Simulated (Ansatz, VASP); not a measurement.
# YN: VASP beside Ansatz

```xyz
2
Lattice="0.0000 2.4423 2.4423 2.4423 0.0000 2.4423 2.4423 2.4423 0.0000" Properties=species:S:1:pos:R:3 pbc="T T T"
Y     0.0000    0.0000    0.0000
N     2.4423    2.4423    2.4423
```

Alike in both runs: functional r2SCAN; dispersion D4; k mesh 6 × 6 × 6; no spin polarisation.

Ansatz relaxed the structure, and its values are those at the end. VASP's run is a single point on that final structure, the one shown.

|  | VASP | Ansatz |
| --- | --- | --- |
| version | VASP 6.6.1 | Ansatz 0.2.0 |
| potentials or method | VASP PAW PBE potentials, release 64 (Y_sv, N) | plane waves, PAW |
| plane-wave cutoff (eV) | 660 | 500 |
| occupations | gaussian, width 0.01 eV | fixed |
| valence electrons in the cell | 16 | 16 |

```tsv
	VASP	Ansatz	Ansatz less VASP
pressure (GPa)	-0.3	0.0	+0.28
```

VASP's potentials were made for PBE, not for r2SCAN.
